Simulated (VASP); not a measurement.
Input of a VASP 6.6.1 run:

File INCAR:

```
SYSTEM = CdS
  PREC = Accurate
  ENCUT = 520
  EDIFF = 1E-7
  ISMEAR = 0
  SIGMA = 0.1
  LREAL = .False.
  LASPH = .True.
  NELM = 100
  ALGO = Normal
  ISIF = 2
  LWAVE = .False.
  LCHARG = .False.
  GGA = PE
  NBANDS = 16
```

KPOINTS

```
regular mesh
0
Gamma
  6 6 6
  0 0 0
```

POSCAR

```
CdS
1.0
   -1.9447768944      2.7414601023      1.9445541461
    1.9447768944     -2.7414601023      1.9445541461
    1.9447768944      2.7414601023     -1.9445541461
Cd S
1 1
Direct
    0.0000000000      0.0000000000      0.0000000000
    0.5000000000      0.0000000000      0.5000000000
```

Potentials or basis: VASP PAW PBE potentials, release 64 (Cd, S).

Run with:

```bash
$ cat potpaw_PBE.64/Cd/POTCAR potpaw_PBE.64/S/POTCAR > POTCAR
$ mpirun -np 1 vasp_std > vasp.out
```

Question: What does it give for the band gap on the k mesh?

Answer: 0.23 eV, indirect (least direct gap 1.56 eV).

Question: Estimate the pressure.

Answer: 0.4 GPa.

Stress tensor (GPa, compression positive):
```
0.36 0.00 0.00
0.00 0.58 0.00
0.00 0.00 0.36
```

A k mesh can miss the band edges.
